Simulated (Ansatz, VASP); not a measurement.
Ta3Ru: VASP beside Ansatz

File INCAR:

```
SYSTEM = Ta3Ru
PREC = Accurate ; ENCUT = 500
EDIFF = 1E-7 ; ISMEAR = 0
SIGMA = 0.1 ; LREAL = .FALSE.
LASPH = .TRUE. ; NELM = 120
ALGO = Normal ; ISIF = 3
LWAVE = .FALSE. ; LCHARG = .FALSE.
IBRION = 2 ; NSW = 100
EDIFFG = -0.05 ; GGA_COMPAT = .FALSE.
NELMIN = 4
```

File KPOINTS:

```
Automatic mesh
0
G
  6 6 6
  0 0 0
```

POSCAR

```
Ta3Ru
1.0
    0.0000000000      3.2182866100      3.2182866100
    3.2182866100      0.0000000000      3.2182866100
    3.2182866100      3.2182866100      0.0000000000
Ta Ru
3 1
Direct
    0.2500000000      0.2500000000      0.2500000000
    0.7500000000      0.7500000000      0.7500000000
    0.5000000000      0.5000000000      0.5000000000
    0.0000000000      0.0000000000      0.0000000000
```

Input for Ansatz:

```yaml
crystal:
  lattice:
    - [0.0, 3.21828661, 3.21828661]
    - [3.21828661, 0.0, 3.21828661]
    - [3.21828661, 3.21828661, 0.0]
  atoms:
    - { symbol: Ta, position: [0.25, 0.25, 0.25] }
    - { symbol: Ta, position: [0.75, 0.75, 0.75] }
    - { symbol: Ta, position: [0.5, 0.5, 0.5] }
    - { symbol: Ru, position: [0.0, 0.0, 0.0] }
basis:
  ecutwfc: 420
kpoints:
  mp_grid: { grid: [6, 6, 6] }
hamiltonian:
  xc: lda
scf:
  occupations: { method: gaussian, width: 0.1 }
output:
  forces: true
  stress: true
  eigenvalues: true
relax:
  adjacent_minimum: "off"
  f_tol: 0.05
  max_steps: 80
  cell: { stress_tol: 0.5 }
```

Alike in both runs: task relaxation of cell and atoms; functional LDA; k mesh 6 × 6 × 6; occupations gaussian, width 0.1 eV; no spin polarisation.

```csv
,VASP,Ansatz
version,VASP 6.6.1,Ansatz 0.2.0
potentials or method,"VASP PAW LDA potentials, release 64 (Ta_pv, Ru_pv), cutoff 500 eV","scalar-relativistic, plane waves, PAW"
valence electrons in the cell,47,55
```

Ansatz gave:

- gap on the k mesh at the Fermi level, each at its own relaxed structure (eV): none
- relaxed volume (Å³/atom): 15.94
- relaxed cell length with the largest relative difference (Å): 4.484

Task: Which values does VASP return?

Result: gap on the k mesh at the Fermi level, each at its own relaxed structure (eV): none; relaxed volume (Å³/atom): 16.04; relaxed cell length with the largest relative difference (Å): 4.493.

LDA's correlation is that of Perdew and Zunger in VASP and of Perdew and Wang (1992) in Ansatz. A gap of «none» marks a metal or a gap that the smearing closes. VASP's potentials hold 47 valence electrons a cell and Ansatz's 55, so a difference there can come from the potentials and not from the codes.

Spin-orbit coupling is off throughout.
